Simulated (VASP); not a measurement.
# Sr (P6/mmm) in VASP: a series of runs

The runs below take Sr through relaxation of cell and atoms, with LDA.

Program: VASP 6.6.1. These are calculated values, not measurements. Logs are shortened: lines on timing, memory, paths and dates and some standing lists are left out, and cuts for length are marked.

**1. The cell of the first run**

It takes space group P6/mmm (No. 191, hexagonal). Conventional cell: a = 3.467 Å, b = 3.467 Å, c = 3.164 Å, α = 90.00°, β = 90.00°, γ = 120.00°. Within 4.2 Å of Sr (site symmetry 6/mmm) lie 8 Sr at 3.16 to 3.47 Å.

This isn't the form of Sr at room conditions, which is fcc.

**2. Relaxation of cell and atoms, LDA, target pressure 8.1 GPa, at which the enthalpy is minimised**

INCAR reads:

```
PREC = Accurate
ENCUT = 600
EDIFF = 1E-7
ISMEAR = -1
SIGMA = 0.1
LREAL = False
LASPH = True
NELM = 100
ALGO = Normal
ISIF = 3
LWAVE = False
LCHARG = False
IBRION = 2
NSW = 32
EDIFFG = -0.005
PSTRESS = 81.0
```

KPOINTS reads:

```
Automatic mesh
0
Gamma
  13 13 12
```

POSCAR reads:

```
Sr
1.0
    3.4667264270      0.0000000000      0.0000000000
   -1.7333632135      3.0022731537      0.0000000000
    0.0000000000      0.0000000000      3.1635592409
Sr
1
Direct
    0.0000000000      0.0000000000      0.0000000000
```

Potentials or basis: VASP PAW LDA potentials, release 64 (Sr_sv).

Run with:

```sh
$ cat potpaw_LDA.64/Sr_sv/POTCAR > POTCAR
$ mpirun -np 1 vasp_std > vasp.out
```

OUTCAR:

```text
PREC = Accurate
   ENCUT = 600
   EDIFF = 1E-7
   ISMEAR = -1
   LREAL = False
   LASPH = True
   NELM = 100
   ISIF = 3
   IBRION = 2
   NSW = 32
   EDIFFG = -0.005
   PSTRESS = 81.0

 ion  position               nearest neighbor table
   1  0.000  0.000  0.000-

  LATTYP: Found a hexagonal cell.
 ALAT       =     3.4667264270
 C/A-ratio  =     0.9125494346

  Lattice vectors:

 A1 = (   3.4667264270,   0.0000000000,   0.0000000000)
 A2 = (  -1.7333632135,   3.0022731537,   0.0000000000)
 A3 = (   0.0000000000,   0.0000000000,   3.1635592409)

Analysis of symmetry for initial positions (statically):
=====================================================================
 Subroutine PRICEL returns:
 Original cell was already a primitive cell.

 Routine SETGRP: Setting up the symmetry group for a
 hexagonal supercell.

 Subroutine GETGRP returns: Found 24 space group operations
 (whereof 24 operations were pure point group operations)
 out of a pool of 24 trial point group operations.

The static configuration has the point symmetry D_6h.

Analysis of symmetry for dynamics (positions and initial velocities):
=====================================================================
 Subroutine PRICEL returns:
 Original cell was already a primitive cell.

 Routine SETGRP: Setting up the symmetry group for a
 hexagonal supercell.

 Subroutine GETGRP returns: Found 24 space group operations
 (whereof 24 operations were pure point group operations)
 out of a pool of 24 trial point group operations.

The dynamic configuration has the point symmetry D_6h.

 Subroutine INISYM returns: Found 24 space group operations
 (whereof 24 operations are pure point group operations),
 and found     1 'primitive' translations

----------------------------------------------------------------------------------------

                                     Primitive cell

  volume of cell :      32.9265

  direct lattice vectors                    reciprocal lattice vectors
     3.466726427  0.000000000  0.000000000     0.288456566  0.166540476  0.000000000
    -1.733363214  3.002273154  0.000000000     0.000000000  0.333080952  0.000000000
     0.000000000  0.000000000  3.163559241     0.000000000  0.000000000  0.316099660

  length of vectors
     3.466726427  3.466726427  3.163559241     0.333080952  0.333080952  0.316099660

  position of ions in fractional coordinates (direct lattice)
     0.000000000  0.000000000  0.000000000

  ion indices of the primitive-cell ions
   primitive index   ion index
                 1           1

----------------------------------------------------------------------------------------

 KPOINTS: Automatic mesh

Automatic generation of k-mesh.
 Grid dimensions read from file:
 generate k-points for:   13   13   12

 Generating k-lattice:

  Cartesian coordinates                     Fractional coordinates (reciprocal lattice)
     0.022188967  0.012810806  0.000000000     0.076923077  0.000000000  0.000000000
     0.000000000  0.025621612  0.000000000     0.000000000  0.076923077  0.000000000
     0.000000000  0.000000000  0.026341638     0.000000000  0.000000000  0.083333333

  Length of vectors
     0.025621612  0.025621612  0.026341638

  Shift w.r.t. Gamma in fractional coordinates (k-lattice)
     0.000000000  0.000000000  0.000000000

 Subroutine IBZKPT returns following result:
 ===========================================

 Found    147 irreducible k-points:

 Following reciprocal coordinates:
            Coordinates               Weight
  0.000000  0.000000  0.000000      1.000000
  0.076923  0.000000  0.000000      6.000000
[... 41 lines left out ...]
   EDIFF  = 0.1E-06   stopping-criterion for ELM
   LREAL  =      F    real-space projection
   EDIFFG = -.5E-02   stopping-criterion for IOM
   NSW    =     32    number of steps for IOM
   IBRION =      2    ionic relax: 0-MD 1-quasi-New 2-CG
   NFREE  =      1    steps in history (QN), initial steepest desc. (CG)
   ISIF   =      3    stress and relaxation
   ISYM   =      2    0-nonsym 1-usesym 2-fastsym
   POTIM  = 0.5000    time-step for ionic-motion
   TEBEG  =    0.0;   TEEND  =   0.0 temperature during run
   PSTRESS=   81.0 pullay stress
   NELECT =      10.0000    total number of electrons
   NUPDOWN=      -1.0000    fix difference up-down
   EMIN   =  10.00;   EMAX   =-10.00  energy-range for DOS
   EFERMI =   0.00;   METHOD = LEGACY
   ISMEAR =    -1;   SIGMA  =   0.10  broadening in eV -4-tet -1-fermi 0-gaus
   EFERMI_NEDOS =   21; number of points for ismear=-14 and -15
   IALGO  =     38    algorithm
   IMIX   =      4    mixing-type and parameters
     AMIX     =   0.40;   BMIX     =  1.00
     AMIX_MAG =   1.60;   BMIX_MAG =  1.00
  volume/ion in A,a.u.               =      32.93       222.20
  Fermi-wavevector in a.u.,A,eV,Ry     =   1.100423  2.079498 16.475708  1.210930
  Thomas-Fermi vector in A             =   2.236834
   LORBIT       =      0    0 simple, 1 ext, 2 COOP (PROOUT), +10 PAW based schemes
   GGA     = CA    functional components
   LHFCALC =     F    Hartree Fock is set to
   AEXX    =    0.0000 exact exchange contribution
   IVDW    =     0    specifies the selected vdW correction
   LEPSILON=     F    determine dielectric tensor
   LRPA    =     F    only Hartree local field effects (RPA)
 conjugate gradient relaxation of ions
 non-spin polarized calculation
  energy-cutoff  :      600.00
  volume of cell :       32.93
 maximum number of plane-waves:      1114
 NGX is ok and might be reduce to    28
   NGX = 13   NGY = 13   NGZ = 13

--------------------------------------- Ionic step        1  -------------------------------------------

 number of electron      10.0000000 magnetization

 Free energy of the ion-electron system (eV)
  ---------------------------------------------------
  ext. energy  EPLUGINS =         0.00000000
  ---------------------------------------------------
  free energy    TOTEN  =        -1.40437138 eV

  energy without entropy =       -1.38245672  energy(sigma->0) =       -1.39341405

------------------------ aborting loop because EDIFF is reached ----------------------------------------

  FORCE on cell =-STRESS in cart. coord.  units (eV):
  Direction    XX          YY          ZZ          XY          YZ          ZX
  --------------------------------------------------------------------------------------
  -------------------------------------------------------------------------------------
  Total        1.6803673      1.6803673      1.6932959      0.0000000     -0.0000000      0.0000000
  in kB       81.7653054     81.7653054     82.3944021      0.0000000     -0.0000000      0.0000000
  external PRESSURE =       0.9750043 kB  Pullay stress =      81.0000000 kB

 VOLUME and BASIS-vectors are now :
 -----------------------------------------------------------------------------
  energy-cutoff  :      600.00
  volume of cell :       32.93
      direct lattice vectors                 reciprocal lattice vectors
     3.466726427  0.000000000  0.000000000     0.288456566  0.166540476  0.000000000
    -1.733363214  3.002273154  0.000000000     0.000000000  0.333080952  0.000000000
     0.000000000  0.000000000  3.163559241     0.000000000  0.000000000  0.316099660

 POSITION                                       TOTAL-FORCE (eV/Angst)
 -----------------------------------------------------------------------------------
      0.00000      0.00000      0.00000         0.000000      0.000000      0.000000
 -----------------------------------------------------------------------------------
    total drift:                               -0.000000     -0.000000     -0.000000

  FREE ENERGIE OF THE ION-ELECTRON SYSTEM (eV)
  ---------------------------------------------------
  free  energy   TOTEN  =        -1.4043713819 eV

  energy  without entropy=       -1.3824567150  energy(sigma->0) =       -1.39341405

  enthalpy is  TOTEN    =         0.2602680650 eV   P V=        1.6646394470

--------------------------------------- Ionic step        2  -------------------------------------------

 number of electron      10.0000000 magnetization

 Free energy of the ion-electron system (eV)
  ---------------------------------------------------
  ext. energy  EPLUGINS =         0.00000000
  ---------------------------------------------------
  free energy    TOTEN  =        -1.40923079 eV

  energy without entropy =       -1.38730540  energy(sigma->0) =       -1.39826810

 E-fermi :   3.4298     XC(G=0):  -9.3370

 val. band max:        3.3391547807   @ k =   0.4615   0.0000   0.3333
 cond. band min:       3.4397617422   @ k =   0.4615   0.0769   0.3333
 fundamental gap:      0.1006069615
 Fermi energy:         3.4297741399

 k-point     1 :       0.0000    0.0000    0.0000
  band No.  band energies     occupation
      1     -32.5160      2.00000
      2     -14.1185      2.00000
      3     -14.1185      2.00000
      4     -13.9379      2.00000
      5      -0.6069      2.00000
      6       3.7609      0.07036
      7       6.1402      0.00000
      8       6.1402      0.00000
      9      11.1322      0.00000
[... 265 lines left out ...]
 k-point    24 :       0.1538    0.0000    0.0833
  band No.  band energies     occupation
      1     -32.4755      2.00000
      2     -14.3649      2.00000
      3     -14.1630      2.00000
      4     -14.0234      2.00000
      5       0.1604      2.00000
      6       4.2043      0.00087
      7       5.3235      0.00000
      8       6.8184      0.00000
      9       9.5801      0.00000

 [... further k-points ...]
[... 5 lines left out ...]
  --------------------------------------------------------------------------------------
  -------------------------------------------------------------------------------------
  Total        1.6683901      1.6683901      1.6672119      0.0000000     -0.0000000      0.0000000
  in kB       80.9475438     80.9475438     80.8903758      0.0000000     -0.0000000      0.0000000
  external PRESSURE =      -0.0715122 kB  Pullay stress =      81.0000000 kB

 VOLUME and BASIS-vectors are now :
 -----------------------------------------------------------------------------
  energy-cutoff  :      600.00
  volume of cell :       33.02
      direct lattice vectors                 reciprocal lattice vectors
     3.469356821  0.000000000  0.000000000     0.288237864  0.166414208  0.000000000
    -1.734678410  3.004551141 -0.000000000     0.000000000  0.332828417  0.000000000
     0.000000000 -0.000000000  3.167932753     0.000000000  0.000000000  0.315663266

 POSITION                                       TOTAL-FORCE (eV/Angst)
 -----------------------------------------------------------------------------------
      0.00000      0.00000      0.00000        -0.000000      0.000000      0.000000
 -----------------------------------------------------------------------------------
    total drift:                               -0.000000     -0.000000     -0.000000

  FREE ENERGIE OF THE ION-ELECTRON SYSTEM (eV)
  ---------------------------------------------------
  free  energy   TOTEN  =        -1.4092307912 eV

  energy  without entropy=       -1.3873054039  energy(sigma->0) =       -1.39826810

  enthalpy is  TOTEN    =         0.2602405194 eV   P V=        1.6694713105

 reached required accuracy - stopping structural energy minimisation
```

It took 27 s on 1 thread of Intel Xeon 6975P-C (Granite Rapids), shared host; peak memory 0.19 GiB.

Results:

| Item | Value |
| --- | --- |
| Free energy | -1.4092 eV |
| Relaxed volume | 33.02 Å³/atom |
| Relaxed cell | a = 3.469 Å, b = 3.469 Å, c = 3.168 Å, α = 90.00°, β = 90.00°, γ = 120.00° |
| Space group after relaxing (to 0.1 Å) | P6/mmm (No. 191) |
| Energy change on relaxing (the run minimises the enthalpy) | -4.9 meV/atom |
| Ionic steps | 2 |
| Pressure after relaxing | 8.1 GPa |
| Band gap on the k mesh | zero (bands 5 and 6 overlap by 0.67 eV) |

Step by step:
```tsv
step	energy change (eV)	largest force (eV/Å)	pressure (GPa)	volume (Å³)
1	0.0000	0.0000	8.20	32.93
2	-0.0049	0.0000	8.09	33.02
```

Final structure:
```
Sr
1.0
     3.46936    0.00000    0.00000
    -1.73468    3.00455    0.00000
     0.00000    0.00000    3.16793
Sr
1
Cartesian
  0.0000 0.0000 0.0000
```

Levels at points of the mesh, in eV from the Fermi level:
| k point | band 3 | band 4 | band 5 | band 6 | band 7 | band 8 |
| --- | --- | --- | --- | --- | --- | --- |
| (0.00, 0.00, 0.00) | -17.55 | -17.37 | -4.04 | 0.33 | 2.71 | 2.71 |
| (0.00, 0.00, 0.50) | -17.40 | -17.40 | -1.02 | 0.85 | 3.67 | 3.67 |

Caveat: the cell is relaxed towards a set pressure, so the run minimises the enthalpy, not the energy.

(Part 1 of 2 ends here.)

The gap in the log of VASP goes by the Fermi energy; the results here count the filled bands.